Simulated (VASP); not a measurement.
# Zn3SnO3 (P-6m2) in VASP: relaxation of cell and atoms with PBE

Aim: the relaxation of cell and atoms of Zn3SnO3 with PBE.

Everything below comes from runs of VASP 6.6.1. Logs are shortened: lines on timing, memory, paths and dates and some standing lists are left out, and cuts for length are marked.

## (1) The cell of the first run

The structure is hexagonal, space group P-6m2 (No. 187). The conventional cell has a = 3.378 Å, b = 3.378 Å, c = 10.799 Å, α = 90.00°, β = 90.00°, γ = 120.00°. Zn (site symmetry 3m) has 4 O at 1.95 to 2.33 Å within 2.6 Å. Within 2.6 Å of Zn (site symmetry -6m2) lie 5 O at 1.95 to 2.34 Å. Sn (site symmetry -6m2) has 6 Sn at 3.38 Å and 6 O at 3.63 Å and 6 Zn at 3.64 Å within 4.4 Å. Within 2.6 Å of O (site symmetry 3m) lie 4 Zn at 1.95 to 2.34 Å. O (site symmetry -6m2) has 5 Zn at 1.95 to 2.33 Å within 2.6 Å.

## (2) Relaxation of cell and atoms, PBE

The input, INCAR:

```
ALGO = Normal ; EDIFF = 1E-7
EDIFFG = -0.01 ; ENCUT = 600
GGA = PE ; IBRION = 2
ISIF = 3 ; ISMEAR = 0
LASPH = True ; LCHARG = False
LREAL = False ; LWAVE = False
NELM = 100 ; NSW = 100
PREC = Accurate ; SIGMA = 0.1
```

The input, KPOINTS:

```
k-points
0
Gamma
  12 12 4
```

The input, POSCAR:

```
Zn3SnO3
1.0
    3.3783963226      0.0000000000      0.0000000000
   -1.6891981613      2.9257770395      0.0000000000
    0.0000000000      0.0000000000     10.7994885661
Zn Sn O
3 1 3
Direct
    0.6666666667      0.3333333333      0.7844236637
    0.3333333333      0.6666666667      0.0000000000
    0.6666666667      0.3333333333      0.2155763363
    0.0000000000      0.0000000000      0.5000000000
    0.3333333333      0.6666666667      0.7832181255
    0.6666666667      0.3333333333      0.0000000000
    0.3333333333      0.6666666667      0.2167818745
```

Potentials or basis: VASP PAW PBE potentials, release 64 (Zn, Sn_d, O).

Launch:

```sh
$ cat potpaw_PBE.64/Zn/POTCAR potpaw_PBE.64/Sn_d/POTCAR potpaw_PBE.64/O/POTCAR > POTCAR
$ mpirun -np 1 vasp_std > vasp.out
```

OUTCAR:

```text
EDIFF = 1E-7
   EDIFFG = -0.01
   ENCUT = 600
   GGA = PE
   IBRION = 2
   ISIF = 3
   ISMEAR = 0
   LASPH = True
   LREAL = False
   NELM = 100
   NSW = 100
   PREC = Accurate

 ion  position               nearest neighbor table
   1  0.667  0.333  0.784-   5 1.95   5 1.95   5 1.95   6 2.33   2 3.04   2 3.04   2 3.04
   2  0.333  0.667  0.000-   6 1.95   6 1.95   6 1.95   7 2.34   5 2.34   3 3.04   1 3.04   3 3.04
                             1 3.04   1 3.04   3 3.04
   3  0.667  0.333  0.216-   7 1.95   7 1.95   7 1.95   6 2.33   2 3.04   2 3.04   2 3.04
   4  0.000  0.000  0.500-
   5  0.333  0.667  0.783-   1 1.95   1 1.95   1 1.95   2 2.34
   6  0.667  0.333  0.000-   2 1.95   2 1.95   2 1.95   3 2.33   1 2.33
   7  0.333  0.667  0.217-   3 1.95   3 1.95   3 1.95   2 2.34

  LATTYP: Found a hexagonal cell.
 ALAT       =     3.3783963226
 C/A-ratio  =     3.1966316367

  Lattice vectors:

 A1 = (   3.3783963226,   0.0000000000,   0.0000000000)
 A2 = (  -1.6891981613,   2.9257770395,   0.0000000000)
 A3 = (   0.0000000000,   0.0000000000,  10.7994885661)

Analysis of symmetry for initial positions (statically):
=====================================================================
 Subroutine PRICEL returns:
 Original cell was already a primitive cell.

 Routine SETGRP: Setting up the symmetry group for a
 hexagonal supercell.

 Subroutine GETGRP returns: Found 12 space group operations
 (whereof 12 operations were pure point group operations)
 out of a pool of 24 trial point group operations.

The static configuration has the point symmetry D_3h.

Analysis of symmetry for dynamics (positions and initial velocities):
=====================================================================
 Subroutine PRICEL returns:
 Original cell was already a primitive cell.

 Routine SETGRP: Setting up the symmetry group for a
 hexagonal supercell.

 Subroutine GETGRP returns: Found 12 space group operations
 (whereof 12 operations were pure point group operations)
 out of a pool of 24 trial point group operations.

The dynamic configuration has the point symmetry D_3h.

 Subroutine INISYM returns: Found 12 space group operations
 (whereof 12 operations are pure point group operations),
 and found     1 'primitive' translations

----------------------------------------------------------------------------------------

                                     Primitive cell

  volume of cell :     106.7468

[... 101 lines left out ...]
   NSW    =    100    number of steps for IOM
   IBRION =      2    ionic relax: 0-MD 1-quasi-New 2-CG
   NFREE  =      1    steps in history (QN), initial steepest desc. (CG)
   ISIF   =      3    stress and relaxation
   ISYM   =      2    0-nonsym 1-usesym 2-fastsym
   POTIM  = 0.5000    time-step for ionic-motion
   TEBEG  =    0.0;   TEEND  =   0.0 temperature during run
   PSTRESS=    0.0 pullay stress
   NELECT =      68.0000    total number of electrons
   NUPDOWN=      -1.0000    fix difference up-down
   EMIN   =  10.00;   EMAX   =-10.00  energy-range for DOS
   EFERMI =   0.00;   METHOD = LEGACY
   ISMEAR =     0;   SIGMA  =   0.10  broadening in eV -4-tet -1-fermi 0-gaus
   EFERMI_NEDOS =   21; number of points for ismear=-14 and -15
   IALGO  =     38    algorithm
   IMIX   =      4    mixing-type and parameters
     AMIX     =   0.40;   BMIX     =  1.00
     AMIX_MAG =   1.60;   BMIX_MAG =  1.00
  volume/ion in A,a.u.               =      15.25       102.91
  Fermi-wavevector in a.u.,A,eV,Ry     =   1.408617  2.661899 26.996689  1.984201
  Thomas-Fermi vector in A             =   2.530756
   LORBIT       =      0    0 simple, 1 ext, 2 COOP (PROOUT), +10 PAW based schemes
   GGA     = PE    functional components
   LHFCALC =     F    Hartree Fock is set to
   AEXX    =    0.0000 exact exchange contribution
   IVDW    =     0    specifies the selected vdW correction
   LEPSILON=     F    determine dielectric tensor
   LRPA    =     F    only Hartree local field effects (RPA)
 conjugate gradient relaxation of ions
 non-spin polarized calculation
 Gauss-broadening in eV      SIGMA  =   0.10
  energy-cutoff  :      600.00
  volume of cell :      106.75
 maximum number of plane-waves:      3586
 NGX is ok and might be reduce to    28
   NGX = 13   NGY = 13   NGZ = 43

--------------------------------------- Ionic step        1  -------------------------------------------

 number of electron      67.9999977 magnetization

 Free energy of the ion-electron system (eV)
  ---------------------------------------------------
  ext. energy  EPLUGINS =         0.00000000
  ---------------------------------------------------
  free energy    TOTEN  =       -29.33256592 eV

  energy without entropy =      -29.32399520  energy(sigma->0) =      -29.32828056

------------------------ aborting loop because EDIFF is reached ----------------------------------------

  FORCE on cell =-STRESS in cart. coord.  units (eV):
  Direction    XX          YY          ZZ          XY          YZ          ZX
  --------------------------------------------------------------------------------------
  -------------------------------------------------------------------------------------
  Total        0.6188404      0.6188404      0.4829241      0.0000000      0.0000000      0.0000000
  in kB        9.2882574      9.2882574      7.2482722      0.0000000      0.0000000      0.0000000
  external PRESSURE =       8.6082623 kB  Pullay stress =       0.0000000 kB
[... 151 lines left out ...]
--------------------------------------- Ionic step        5  -------------------------------------------

 number of electron      67.9999965 magnetization

 Free energy of the ion-electron system (eV)
  ---------------------------------------------------
  ext. energy  EPLUGINS =         0.00000000
  ---------------------------------------------------
  free energy    TOTEN  =       -29.33565744 eV

  energy without entropy =      -29.32698097  energy(sigma->0) =      -29.33131920

 E-fermi :   3.3392     XC(G=0): -10.3037

 val. band max:        3.3388986408   @ k =   0.2500   0.0833   0.0000
 cond. band min:       3.3771112856   @ k =   0.0000   0.0000   0.0000
 fundamental gap:      0.0382126448
 Fermi energy:         3.3391799441

 k-point     1 :       0.0000    0.0000    0.0000
  band No.  band energies     occupation
      1     -18.2947      2.00000
      2     -18.1713      2.00000
      3     -18.1713      2.00000
      4     -18.1555      2.00000
      5     -18.1555      2.00000
      6     -15.7647      2.00000
[... 1021 lines left out ...]
     39       8.2335      0.00000
     40       9.5448      0.00000

 [... further k-points ...]
[... 5 lines left out ...]
  --------------------------------------------------------------------------------------
  -------------------------------------------------------------------------------------
  Total       -0.0119154     -0.0119154      0.0440842      0.0000000      0.0000000      0.0000000
  in kB       -0.1769796     -0.1769796      0.6547812      0.0000000      0.0000000      0.0000000
  external PRESSURE =       0.1002740 kB  Pullay stress =       0.0000000 kB
[... 22 lines left out ...]
  FREE ENERGIE OF THE ION-ELECTRON SYSTEM (eV)
  ---------------------------------------------------
  free  energy   TOTEN  =       -29.3356574393 eV

  energy  without entropy=      -29.3269809698  energy(sigma->0) =      -29.33131920

 reached required accuracy - stopping structural energy minimisation
```

CONTCAR:

```text
Zn3SnO3
   1.00000000000000
     3.3838342254569596    0.0000000000000000    0.0000000000000000
    -1.6919171127284798    2.9304864015178054   -0.0000000000000000
     0.0000000000000000    0.0000000000000000   10.8779896640908493
  Zn              Sn              O
     3     1     3
Direct
     0.6666666667000030    0.3333333332999970    0.7840247637147698
     0.3333333332999970    0.6666666667000030    0.0000000000000000
     0.6666666667000030    0.3333333332999970    0.2159752362852303
     0.0000000000000000    0.0000000000000000    0.5000000000000000
     0.3333333332999970    0.6666666667000030    0.7830661083204496
     0.6666666667000030    0.3333333332999970    1.0000000000000000
     0.3333333332999970    0.6666666667000030    0.2169338916795504

  0.00000000E+00  0.00000000E+00  0.00000000E+00
  0.00000000E+00  0.00000000E+00  0.00000000E+00
  0.00000000E+00  0.00000000E+00  0.00000000E+00
  0.00000000E+00  0.00000000E+00  0.00000000E+00
  0.00000000E+00  0.00000000E+00  0.00000000E+00
  0.00000000E+00  0.00000000E+00  0.00000000E+00
  0.00000000E+00  0.00000000E+00  0.00000000E+00
```

Wall time 12 min (1 thread of AMD EPYC 9R45 (Zen 5), shared host); peak memory 0.42 GiB.

What came out:

```yaml
Free_energy: -29.3357 eV
Relaxed_volume: 15.41 Å³/atom
Relaxed_cell: a = 3.384 Å, b = 3.384 Å, c = 10.878 Å, α = 90.00°, β = 90.00°, γ = 120.00°
Space_group_after_relaxing_to_0.05_Å: P-6m2 (No. 187)
Energy_gained_by_relaxing: 0.4 meV/atom
Ionic_steps: 5
Pressure_after_relaxing: 0.0 GPa
Largest_force_after_relaxing: 0.005 eV/Å
Band_gap_on_the_k_mesh: zero (band 34 reaches 3.44 eV, above the bottom of band 35 at 2.28 eV)
```

Forces on the atoms (eV/Å):
```
Zn   0.000  0.000  0.005
Zn   0.000  0.000  0.000
Zn   0.000  0.000 -0.005
Sn   0.000  0.000  0.000
O    0.000  0.000 -0.001
O    0.000  0.000  0.000
O    0.000  0.000  0.001
```

Stress tensor (GPa, compression positive):
```
-0.02  0.00  0.00
 0.00 -0.02  0.00
 0.00  0.00  0.07
```

Step by step:
```tsv
step	energy change (eV)	largest force (eV/Å)	pressure (GPa)	volume (Å³)
1	0.0000	0.0471	0.86	106.75
2	-0.0018	0.0025	-0.39	108.02
3	-0.0024	0.0134	0.01	107.60
4	-0.0027	0.0086	0.02	107.67
5	-0.0031	0.0051	0.01	107.87
```

Final structure:
```
Zn Sn O
1.0
     3.38383    0.00000    0.00000
    -1.69192    2.93049    0.00000
     0.00000    0.00000   10.87799
Zn Sn O
3 1 3
Direct
  0.66667 0.33333 0.78402
  0.33333 0.66667 0.00000
  0.66667 0.33333 0.21598
  0.00000 0.00000 0.50000
  0.33333 0.66667 0.78307
  0.66667 0.33333 0.00000
  0.33333 0.66667 0.21693
```

Caveat: spin-orbit coupling is left out, which moves the levels of the heavy elements.
